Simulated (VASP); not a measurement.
Write the native input for VASP 6.6.1 that does the following.

```
Task                   : single point
Functional             : LDA
Potentials or basis    : VASP PAW LDA potentials, release 64 (Ga_d)
Cutoff                 : 520 eV
k mesh                 : 7 × 7 × 6
Occupations            : fermi-dirac, width 0.05 eV
Spin                   : no spin polarisation
Dipole correction      : no
Further INCAR settings : ALGO = Fast; EDIFF = 1e-07; NBANDS = 34
```

The structure of Ga lies in POSCAR:

```
Ga
1.0
    2.2309354424     -3.7787301403      0.0000000000
    2.2309354424      3.7787301403      0.0000000000
    0.0000000000      0.0000000000      4.4628573697
Ga
4
Direct
    0.3451000000      0.6549000000      0.4190000000
    0.1549000000      0.8451000000      0.9190000000
    0.6549000000      0.3451000000      0.5810000000
    0.8451000000      0.1549000000      0.0810000000
```

This cell differs from its parent crystal: volume scaled by 0.96.

These files were run (other wordings do the same):

INCAR

```
PREC = Accurate
ENCUT = 520
EDIFF = 1E-7
ISMEAR = -1
SIGMA = 0.05
LREAL = False
LASPH = True
NELM = 100
ALGO = Fast
ISIF = 2
LWAVE = False
LCHARG = False
NBANDS = 34
```

KPOINTS

```
Automatic mesh
0
Gamma
  7 7 6
```

Potentials or basis: VASP PAW LDA potentials, release 64 (Ga_d).

Run with:

```sh
$ cat potpaw_LDA.64/Ga_d/POTCAR > POTCAR
$ mpirun -np 1 vasp_std > vasp.out
```

It gave:

* Pressure: -1.3 GPa
* Largest force: 0.145 eV/Å
* Band gap on the k mesh: zero (band 26 reaches 5.55 eV, above the bottom of band 27 at 4.24 eV)

Wall time 110 s on 1 thread of Intel(R) Xeon(R) Platinum 8488C (Sapphire Rapids) (shared host), peak memory 0.25 GiB.
